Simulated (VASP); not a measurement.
AlN: single point with r2SCAN

AlN, a slab with vacuum:

```xyz
20
Lattice="2.1889 -2.1889 0.0000 0.0000 0.0000 4.3777 -19.0423 -19.0423 0.0000" Properties=species:S:1:pos:R:3 pbc="T T T"
Al  -13.3844  -13.3855    0.0099
Al   -8.9728   -8.9749    0.0095
Al   -4.7347   -4.7374    4.2022
Al  -11.1641  -11.1657    0.0119
Al   -6.7910   -6.7933    0.0086
Al  -11.1530  -13.3431    2.1971
Al   -6.7798   -8.9709    2.2009
Al  -13.2093  -15.3991    2.0131
Al   -8.9709  -11.1617    2.1984
Al   -4.5596   -6.7510    2.1991
N   -12.2585  -12.2598    1.1001
N    -7.8786   -7.8809    1.1060
N   -14.4374  -14.4384    1.1402
N   -10.0666  -10.0685    1.1042
N    -5.6830   -5.6856    1.1204
N   -10.0654  -12.2558    3.2948
N    -5.6855   -7.8768    3.2891
N   -12.2611  -14.4509    3.3089
N    -7.8773  -10.0683    3.2931
N    -3.5066   -5.6981    3.3294
```

```json
{
 "Program": "VASP 6.6.1",
 "Task": "single point",
 "Functional": "r2SCAN",
 "Potentials or basis": "VASP PAW PBE potentials, release 64 (Al, N)",
 "Cutoff": "520 eV",
 "k mesh": "4 × 3 × 1",
 "Occupations": "fermi-dirac, width 0.05 eV",
 "Spin": "no spin polarisation",
 "Dipole correction": "no",
 "Further INCAR settings": "LREAL = Auto; ALGO = Normal; EDIFF = 1e-06; NBANDS = 56"
}
```

```
Largest force          : 0.234 eV/Å
Band gap on the k mesh : 3.29 eV (least direct gap 3.48 eV)
```

Forces on the atoms (eV/Å):
```
Al  -0.032 -0.032 -0.034
Al  -0.004 -0.002 -0.008
Al   0.030  0.030 -0.087
Al   0.002  0.003 -0.009
Al  -0.014 -0.015  0.002
Al   0.015  0.015  0.004
Al  -0.005 -0.005 -0.010
Al  -0.032 -0.031 -0.087
Al  -0.003 -0.002 -0.009
Al   0.034  0.031 -0.036
N    0.006  0.005  0.023
N    0.009  0.009  0.006
N    0.134  0.133  0.137
N   -0.003 -0.004  0.010
N    0.001  0.003 -0.039
N   -0.006 -0.007  0.004
N   -0.005 -0.005  0.025
N   -0.001 -0.002 -0.039
N    0.007  0.007  0.011
N   -0.133 -0.134  0.137
```

Levels at points of the mesh, in eV from the valence-band top:
```
           k point  band 37  band 38  band 39  band 40  band 41  band 42  band 43  band 44
(0.00, 0.00, 0.00)    -0.60    -0.58    -0.33    -0.30     3.29     3.40     3.65     4.32
(0.50, 0.00, 0.00)    -1.34    -1.34    -0.05    -0.05     3.44     3.44     4.09     4.09
```

Run time: 40 min on 1 thread of Intel Xeon 8259CL (shared host), peak memory 0.51 GiB.

Caveat: the k points lie up to 0.51 Å⁻¹ apart; the PAW data sets were made with another functional, which shifts forces and pressure a little.
